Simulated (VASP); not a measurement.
NiO, 2 atoms in the cell. Symmetry: Fm-3m, No. 225, cubic system. The conventional cell has a = 4.172 Å, b = 4.172 Å, c = 4.172 Å, α = 90.00°, β = 90.00°, γ = 90.00°. Ni (site symmetry m-3m) has 6 O at 2.09 Å within 2.8 Å. Within 2.8 Å of O (site symmetry m-3m) lie 6 Ni at 2.09 Å. 

```yaml
Program: VASP 6.6.1
Task: single point
Functional: RPBE
Dispersion: D4
Potentials_or_basis: VASP PAW PBE potentials, release 64 (Ni, O)
Cutoff: 600 eV
k_mesh: 11 × 11 × 11
Occupations: fermi-dirac, width 0.05 eV
Spin: collinear spin, ferromagnetic start
Starting_moments: "[1.0, 0.0] μB"
Dipole_correction: no
Further_INCAR_settings: ALGO = Normal; EDIFF = 1e-06; NBANDS = 19
```

Potentials or basis: VASP PAW PBE potentials, release 64 (Ni, O).

Command:

```sh
$ cat potpaw_PBE.64/Ni/POTCAR potpaw_PBE.64/O/POTCAR > POTCAR
$ mpirun -np 1 vasp_std > vasp.out
```

Hardware: 1 thread of Intel(R) Xeon(R) Platinum 8488C (Sapphire Rapids), with other jobs on the host.

Problem. How long does it take, and how much memory?

Solution. Wall time 47 s on 1 thread of Intel(R) Xeon(R) Platinum 8488C (Sapphire Rapids), on a shared host, peak memory 0.17 GiB. Counts: scf iterations 17, k points 56.
